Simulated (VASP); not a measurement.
# W (C2/m) in VASP: notebook

W is run at these levels: LDA; tasks: single point.

Program: VASP 6.6.1. These are calculated values, not measurements. Logs are shortened: lines on timing, memory, paths and dates and some standing lists are left out, and cuts for length are marked.

**1. The cell of the first run**

The structure is monoclinic, space group C2/m (No. 12). Conventional cell: a = 3.678 Å, b = 3.973 Å, c = 2.601 Å, α = 90.00°, β = 130.36°, γ = 90.00°. Within 3.4 Å of W (site symmetry 2/m) lie 12 W at 2.60 to 2.81 Å.

**2. Single point, LDA (engineering shear strain xz -0.0750, normal strain along z -0.0750)**

INCAR reads:

```
ALGO     = Fast           # electronic algorithm
EDIFF    = 1E-6           # SCF threshold, eV
ENCUT    = 520            # plane-wave cutoff, eV
GGA      = CA             # functional
ISIF     = 2              # what is computed and relaxed
ISMEAR   = 0              # smearing method
LASPH    = T              # aspherical terms in the spheres
LCHARG   = F              # write CHGCAR
LREAL    = F              # projectors in reciprocal space
LWAVE    = F              # write WAVECAR
NBANDS   = 13             # bands
NELM     = 100            # most SCF steps
PREC     = Accurate       # precision mode
SIGMA    = 0.15           # smearing width, eV
```

KPOINTS reads:

```
k-points
0
Gamma
  20 20 20
```

POSCAR reads:

```
W
1.0
   -0.0744929544      1.9864787842      1.8374928754
    1.9119858298      0.0000000000      1.7629999210
    1.9864787842      1.9864787842     -0.0744929544
W
1
Direct
    0.0000000000      0.0000000000      0.0000000000
```

Potentials or basis: VASP PAW LDA potentials, release 64 (W_sv).

On the command line:

```bash
$ cat potpaw_LDA.64/W_sv/POTCAR > POTCAR
$ mpirun -np 1 vasp_std > vasp.out
```

OUTCAR:

```text
EDIFF = 1E-6
   ENCUT = 520
   GGA = CA
   ISIF = 2
   ISMEAR = 0
   LASPH = T
   LREAL = F
   NELM = 100
   PREC = Accurate

 ion  position               nearest neighbor table
   1  0.000  0.000  0.000-

  LATTYP: Found a base centered monoclinic cell.
 ALAT       =     3.6780044956
 B/A-ratio  =     1.0801937771
 C/A-ratio  =     0.7071067812
 COS(beta)  =    -0.6475473768

  Lattice vectors:

 A1 = (   0.0744929544,  -1.9864787842,  -1.8374928754)
 A2 = (   0.0744929544,   1.9864787842,  -1.8374928754)
 A3 = (   1.9119858298,   0.0000000000,   1.7629999210)

Analysis of symmetry for initial positions (statically):
=====================================================================
 Subroutine PRICEL returns:
 Original cell was already a primitive cell.

 Routine SETGRP: Setting up the symmetry group for a
 base centered monoclinic supercell.

 Subroutine GETGRP returns: Found  4 space group operations
 (whereof  4 operations were pure point group operations)
 out of a pool of  4 trial point group operations.

The static configuration has the point symmetry C_2h.

Analysis of symmetry for dynamics (positions and initial velocities):
=====================================================================
 Subroutine PRICEL returns:
 Original cell was already a primitive cell.

 Routine SETGRP: Setting up the symmetry group for a
 base centered monoclinic supercell.

 Subroutine GETGRP returns: Found  4 space group operations
 (whereof  4 operations were pure point group operations)
 out of a pool of  4 trial point group operations.

The dynamic configuration has the point symmetry C_2h.

 Subroutine INISYM returns: Found  4 space group operations
 (whereof  4 operations are pure point group operations),
 and found     1 'primitive' translations

----------------------------------------------------------------------------------------

                                     Primitive cell

  volume of cell :      14.4798

  direct lattice vectors                    reciprocal lattice vectors
    -0.074492954  1.986478784  1.837492875    -0.241865236  0.251701656  0.262304551
     1.911985830  0.000000000  1.762999921     0.262304551 -0.251701656  0.282743867
     1.986478784  1.986478784 -0.074492954     0.241865236  0.251701656 -0.262304551

  length of vectors
     2.707032920  2.600741920  2.810292711     0.436641951  0.460544781  0.436641951

[... 80 lines left out ...]
   EDIFFG = 0.1E-04   stopping-criterion for IOM
   NSW    =      0    number of steps for IOM
   IBRION =     -1    ionic relax: 0-MD 1-quasi-New 2-CG
   NFREE  =      0    steps in history (QN), initial steepest desc. (CG)
   ISIF   =      2    stress and relaxation
   ISYM   =      2    0-nonsym 1-usesym 2-fastsym
   POTIM  = 0.5000    time-step for ionic-motion
   TEBEG  =    0.0;   TEEND  =   0.0 temperature during run
   PSTRESS=    0.0 pullay stress
   NELECT =      14.0000    total number of electrons
   NUPDOWN=      -1.0000    fix difference up-down
   EMIN   =  10.00;   EMAX   =-10.00  energy-range for DOS
   EFERMI =   0.00;   METHOD = LEGACY
   ISMEAR =     0;   SIGMA  =   0.15  broadening in eV -4-tet -1-fermi 0-gaus
   EFERMI_NEDOS =   21; number of points for ismear=-14 and -15
   IALGO  =     68    algorithm
   IMIX   =      4    mixing-type and parameters
     AMIX     =   0.40;   BMIX     =  1.00
     AMIX_MAG =   1.60;   BMIX_MAG =  1.00
  volume/ion in A,a.u.               =      14.48        97.71
  Fermi-wavevector in a.u.,A,eV,Ry     =   1.618813  3.059112 35.654806  2.620554
  Thomas-Fermi vector in A             =   2.713015
   LORBIT       =      0    0 simple, 1 ext, 2 COOP (PROOUT), +10 PAW based schemes
   GGA     = CA    functional components
   LHFCALC =     F    Hartree Fock is set to
   AEXX    =    0.0000 exact exchange contribution
   IVDW    =     0    specifies the selected vdW correction
   LEPSILON=     F    determine dielectric tensor
   LRPA    =     F    only Hartree local field effects (RPA)
 non-spin polarized calculation
 RMM-DIIS sequential band-by-band and
 Gauss-broadening in eV      SIGMA  =   0.15
  energy-cutoff  :      520.00
  volume of cell :       14.48
 maximum number of plane-waves:       402
   NGX = 11   NGY =  9   NGZ = 11

 number of electron      13.9999999 magnetization

 Free energy of the ion-electron system (eV)
  ---------------------------------------------------
  ext. energy  EPLUGINS =         0.00000000
  ---------------------------------------------------
  free energy    TOTEN  =       -13.56358615 eV

  energy without entropy =      -13.55479203  energy(sigma->0) =      -13.55918909

 E-fermi :  12.4147     XC(G=0): -14.3298

 val. band max:       12.4132146454   @ k =   0.1000   0.3500   0.1000
 cond. band min:      12.4155632716   @ k =  -0.1000  -0.3500   0.0500
 fundamental gap:      0.0023486261
 Fermi energy:        12.4147477792

 k-point     1 :       0.0000    0.0000    0.0000
  band No.  band energies     occupation
      1     -60.8820      2.00000
      2     -24.6536      2.00000
      3     -24.5668      2.00000
      4     -24.3721      2.00000
      5       2.6699      2.00000
      6      10.6705      2.00000
      7      10.8846      2.00000
      8      12.6951      0.00821
      9      14.3350      0.00000
     10      15.8907      0.00000
     11      25.2563      0.00000
     12      29.7837      0.00000
     13      30.0877      0.00000
[... 354 lines left out ...]
  band No.  band energies     occupation
      1     -60.7259      2.00000
      2     -26.1271      2.00000
      3     -24.7891      2.00000
      4     -24.5784      2.00000
      5       5.9836      2.00000
      6      10.3564      2.00000
      7      11.8247      2.00000
      8      12.6774      0.01327
      9      17.0327      0.00000
     10      18.0104      0.00000
     11      24.3417      0.00000
     12      26.4811      0.00000
     13      32.9272      0.00000

 [... further k-points ...]
[... 5 lines left out ...]
  --------------------------------------------------------------------------------------
  -------------------------------------------------------------------------------------
  Total        3.5740692      3.6867994      1.7111482      0.0000000     -0.0000000      0.1291436
  in kB      395.4674685    407.9409623    189.3369757      0.0000000     -0.0000000     14.2896163
  external PRESSURE =     330.9151355 kB  Pullay stress =       0.0000000 kB

 VOLUME and BASIS-vectors are now :
 -----------------------------------------------------------------------------
  energy-cutoff  :      520.00
  volume of cell :       14.48
      direct lattice vectors                 reciprocal lattice vectors
    -0.074492954  1.986478784  1.837492875    -0.241865236  0.251701656  0.262304551
     1.911985830  0.000000000  1.762999921     0.262304551 -0.251701656  0.282743867
     1.986478784  1.986478784 -0.074492954     0.241865236  0.251701656 -0.262304551

 POSITION                                       TOTAL-FORCE (eV/Angst)
 -----------------------------------------------------------------------------------
      0.00000      0.00000      0.00000         0.000000      0.000000      0.000000
 -----------------------------------------------------------------------------------
    total drift:                                0.000000     -0.000000      0.000000

  FREE ENERGIE OF THE ION-ELECTRON SYSTEM (eV)
  ---------------------------------------------------
  free  energy   TOTEN  =       -13.5635861470 eV

  energy  without entropy=      -13.5547920311  energy(sigma->0) =      -13.55918909
```

OSZICAR:

```text
N       E                     dE             d eps       ncg     rms          rms(c)
DAV:   1     0.830920499314E+02    0.83092E+02   -0.74512E+03 55301   0.124E+03
DAV:   2    -0.125264911959E+02   -0.95619E+02   -0.91936E+02 61027   0.319E+02
DAV:   3    -0.141288572445E+02   -0.16024E+01   -0.15962E+01 61142   0.397E+01
DAV:   4    -0.141348004645E+02   -0.59432E-02   -0.59430E-02 61402   0.266E+00
DAV:   5    -0.141348438063E+02   -0.43342E-04   -0.43340E-04 61557   0.215E-01    0.245E+01
RMM:   6    -0.136954713683E+02    0.43937E+00   -0.29179E-01 59431   0.498E+00    0.109E+01
RMM:   7    -0.135674996327E+02    0.12797E+00   -0.21715E-01 60137   0.430E+00    0.436E-01
RMM:   8    -0.135635521387E+02    0.39475E-02   -0.88178E-03 68938   0.109E+00    0.138E-01
RMM:   9    -0.135635723542E+02   -0.20216E-04   -0.13347E-03 68499   0.452E-01    0.449E-02
RMM:  10    -0.135635873753E+02   -0.15021E-04   -0.14498E-04 74314   0.157E-01    0.185E-02
RMM:  11    -0.135635849398E+02    0.24356E-05   -0.45598E-05 70323   0.835E-02    0.611E-03
RMM:  12    -0.135635859620E+02   -0.10222E-05   -0.10899E-05 62358   0.398E-02    0.146E-03
RMM:  13    -0.135635861470E+02   -0.18504E-06   -0.20876E-06 51198   0.171E-02
   1 F= -.13563586E+02 E0= -.13559189E+02  d E =-.879412E-02
```

Run time: 4.8 min. Hardware: 1 thread of Intel Xeon Platinum 8259CL at 2.50GHz (Skylake/Cascade Lake), shared host; peak memory 0.45 GiB.

Results:

| Property | Result |
| --- | --- |
| Free energy | -13.5636 eV |
| Pressure | 33.1 GPa |
| Band gap on the k mesh | zero (bands 7 and 8 overlap by 5.86 eV) |

Caveat: the cell differs from its parent crystal (engineering shear strain xz -0.0750, normal strain along z -0.0750); the stress differs along the axes, from 19 to 41 GPa; spin-orbit coupling is left out, which moves the levels of the heavy elements.

**3. Single point, LDA (engineering shear strain xz -0.3000, normal strain along z -0.1500)**

INCAR reads:

```
SYSTEM = W
ALGO = Fast ; EDIFF = 1E-7
ENCUT = 520 ; ISIF = 2
ISMEAR = 0 ; LASPH = .TRUE.
LCHARG = .FALSE. ; LREAL = .FALSE.
LWAVE = .FALSE. ; NBANDS = 13
NELM = 60 ; PREC = Accurate
SIGMA = 0.15
```

KPOINTS reads:

```
k-points
0
G
  20 20 20
  0 0 0
```

POSCAR reads:

```
W
1.0
   -0.2979718176      1.9864787842      1.6885069666
    1.6885069666      0.0000000000      1.3905351489
    1.9864787842      1.9864787842     -0.2979718176
W
1
Direct
    0.0000000000      0.0000000000      0.0000000000
```

Potentials or basis: VASP PAW LDA potentials, release 64 (W_sv).

On the command line:

```bash
$ cat potpaw_LDA.64/W_sv/POTCAR > POTCAR
$ mpirun -np 1 vasp_std > vasp.out
```

Run time: 3.6 min. Hardware: 1 thread of AMD EPYC 9R45 (Zen 5), shared host; peak memory 0.38 GiB.

The run converged. Its results:

* Free energy: -11.9666 eV
* Pressure: 123.9 GPa
* Band gap on the k mesh: zero (bands 7 and 8 overlap by 5.34 eV)

Stress tensor (GPa, compression positive):
```
161.54   0.00 114.95
  0.00  82.93   0.00
114.95   0.00 127.34
```

Levels at points of the mesh, in eV from the Fermi level:
| k point | band 4 | band 5 | band 6 | band 7 | band 8 | band 9 | band 10 | band 11 |
| --- | --- | --- | --- | --- | --- | --- | --- | --- |
| (0.00, 0.00, 0.00) | -35.72 | -10.56 | -4.99 | -4.69 | 1.95 | 4.17 | 5.34 | 12.18 |
| (0.50, 0.00, 0.00) | -35.85 | -7.60 | -5.44 | -0.56 | 2.55 | 4.36 | 7.56 | 11.31 |
| (0.00, 0.50, 0.00) | -37.31 | -8.06 | -4.77 | -0.08 | 2.84 | 3.36 | 7.49 | 11.32 |
| (0.50, 0.50, 0.00) | -38.04 | -8.15 | -7.86 | 2.48 | 6.29 | 6.65 | 9.48 | 11.78 |
| (0.50, 0.00, 0.50) | -35.98 | -8.12 | -6.90 | 2.92 | 6.10 | 6.81 | 8.25 | 9.65 |
| (0.00, 0.50, 0.50) | -37.37 | -7.89 | -6.50 | 3.26 | 3.68 | 4.44 | 5.85 | 12.10 |

Caveat: the cell differs from its parent crystal (engineering shear strain xz -0.3000, normal strain along z -0.1500); the stress differs along the axes, from 83 to 162 GPa; spin-orbit coupling is left out, which moves the levels of the heavy elements.

**4. Single point, LDA (engineering shear strain xz -0.2250, normal strain along z -0.1500)**

INCAR reads:

```
SYSTEM = W
ALGO = Fast
EDIFF = 1E-7
ENCUT = 520
ISIF = 2
ISMEAR = 0
LASPH = .True.
LCHARG = .False.
LREAL = .False.
LWAVE = .False.
NBANDS = 13
NELM = 60
PREC = Accurate
SIGMA = 0.15
```

KPOINTS reads:

```
k-points
0
Gamma
  20 20 20
  0 0 0
```

POSCAR reads:

```
W
1.0
   -0.2234788632      1.9864787842      1.6885069666
    1.7629999210      0.0000000000      1.4650281033
    1.9864787842      1.9864787842     -0.2234788632
W
1
Direct
    0.0000000000      0.0000000000      0.0000000000
```

On the command line:

```bash
$ cat potpaw_LDA.64/W_sv/POTCAR > POTCAR
$ mpirun -np 1 vasp_std > vasp.out
```

Run time: 4.4 min. Hardware: 1 thread of AMD EPYC 9R45 (Zen 5), shared host; peak memory 0.38 GiB.

Results (log left out):

| Quantity | Value |
| --- | --- |
| Free energy | -12.7096 eV |
| Pressure | 99.2 GPa |
| Band gap on the k mesh | zero (bands 7 and 8 overlap by 4.97 eV) |

Stress tensor (GPa, compression positive):
```
121.58   0.00  69.88
  0.00  82.48   0.00
 69.88   0.00  93.40
```

Levels at points of the mesh, in eV from the Fermi level:
```tsv
k point	band 3	band 4	band 5	band 6	band 7	band 8	band 9	band 10	band 11	band 12
(0.00, 0.00, 0.00)	-37.27	-36.17	-10.47	-3.96	-3.82	1.75	2.85	4.58	12.52	16.48
(0.50, 0.00, 0.00)	-37.48	-36.32	-7.50	-4.67	-0.11	2.73	4.04	6.91	11.94	13.59
(0.00, 0.50, 0.00)	-37.91	-37.24	-7.69	-4.05	-0.32	2.89	3.41	7.64	11.45	17.98
(0.50, 0.50, 0.00)	-38.17	-38.04	-7.87	-7.43	3.41	6.57	6.69	9.01	11.74	13.17
(0.50, 0.00, 0.50)	-38.44	-36.49	-7.85	-6.54	2.97	5.92	6.09	8.12	10.49	15.13
(0.00, 0.50, 0.50)	-37.68	-37.35	-7.72	-6.25	3.19	4.42	4.77	6.62	12.22	17.82
```

Caveat: the cell differs from its parent crystal (engineering shear strain xz -0.2250, normal strain along z -0.1500); the stress differs along the axes, from 82 to 122 GPa; spin-orbit coupling is left out, which moves the levels of the heavy elements.

**5. Single point, LDA (engineering shear strain xz -0.1500, normal strain along z -0.1500)**

INCAR reads:

```
PREC = Accurate ; ENCUT = 520
EDIFF = 1E-7 ; ISMEAR = 0
SIGMA = 0.15 ; LREAL = F
LASPH = T ; NELM = 60
ALGO = Fast ; ISIF = 2
LWAVE = F ; LCHARG = T
LELF = T ; LVHAR = T
NBANDS = 13
```

KPOINTS reads:

```
Automatic mesh
0
Gamma
  20 20 20
```

POSCAR reads:

```
W
1.0
   -0.1489859088      1.9864787842      1.6885069666
    1.8374928754      0.0000000000      1.5395210578
    1.9864787842      1.9864787842     -0.1489859088
W
1
Direct
    0.0000000000      0.0000000000      0.0000000000
```

On the command line:

```bash
$ cat potpaw_LDA.64/W_sv/POTCAR > POTCAR
$ mpirun -np 1 vasp_std > vasp.out
```

Run time: 4.6 min. Hardware: 1 thread of AMD EPYC 9R45 (Zen 5), shared host; peak memory 0.38 GiB.

Results (log left out):

```yaml
Free_energy: -13.1270 eV
Pressure: 83.9 GPa
Band_gap_on_the_k_mesh: zero (bands 7 and 8 overlap by 5.55 eV)
```

Stress tensor (GPa, compression positive):
```
99.72  0.00 35.64
 0.00 83.57  0.00
35.64  0.00 68.27
```

Levels at points of the mesh, in eV from the Fermi level:
```csv
k point,band 3,band 4,band 5,band 6,band 7,band 8,band 9,band 10,band 11,band 12
"(0.00, 0.00, 0.00)",-37.09,-36.49,-10.42,-3.02,-3.00,1.32,1.73,4.13,12.79,16.57
"(0.50, 0.00, 0.00)",-37.38,-36.65,-7.41,-4.03,0.35,1.75,4.85,6.50,12.45,13.10
"(0.00, 0.50, 0.00)",-37.79,-37.18,-7.48,-3.48,-0.45,2.38,3.96,7.69,11.62,16.15
"(0.50, 0.50, 0.00)",-38.16,-38.07,-7.71,-7.15,4.40,6.76,6.80,8.38,11.72,12.44
"(0.50, 0.00, 0.50)",-38.15,-36.88,-7.69,-6.24,3.00,5.59,5.70,8.10,11.32,15.41
"(0.00, 0.50, 0.50)",-37.73,-37.32,-7.62,-6.10,3.11,5.00,5.00,7.35,12.30,16.97
```

Caveat: the cell differs from its parent crystal (engineering shear strain xz -0.1500, normal strain along z -0.1500); the stress differs along the axes, from 68 to 100 GPa; spin-orbit coupling is left out, which moves the levels of the heavy elements.

**6. The runs side by side**

| cell | further INCAR settings | gap on the mesh (eV) | pressure (GPa) |
| --- | --- | --- | --- |
| a = 2.707, b = 2.601, c = 2.810 Å, angles 59.9, 61.2, 63.9°, 1 atom | ALGO = Fast; EDIFF = 1e-06; NBANDS = 13 | none | 33.1 |
| a = 2.624, b = 2.187, c = 2.825 Å, angles 61.6, 67.4, 71.3°, 1 atom | ALGO = Fast; EDIFF = 1e-07; NBANDS = 13 | none | 123.9 |
| a = 2.617, b = 2.292, c = 2.818 Å, angles 60.6, 64.9, 69.7°, 1 atom | ALGO = Fast; EDIFF = 1e-07; NBANDS = 13 | none | 99.2 |
| a = 2.611, b = 2.397, c = 2.813 Å, angles 59.5, 62.4, 68.2°, 1 atom | ALGO = Fast; EDIFF = 1e-07; NBANDS = 13 | none | 83.9 |

Alike in all rows: task single point; level LDA; potentials or basis VASP PAW LDA potentials, release 64 (W_sv); no spin polarisation; k mesh 20 × 20 × 20; cutoff (eV) 520; smearing gaussian 0.15 eV.

Caveats: spin-orbit coupling is left out, which moves the levels of the heavy elements; the stress differs along the axes, from 19 to 41 GPa (at least some runs); the stress differs along the axes, from 83 to 162 GPa (at least some runs); the stress differs along the axes, from 82 to 122 GPa (at least some runs); the stress differs along the axes, from 68 to 100 GPa (at least some runs).

Absolute energies hang on the potentials; compare differences alone.
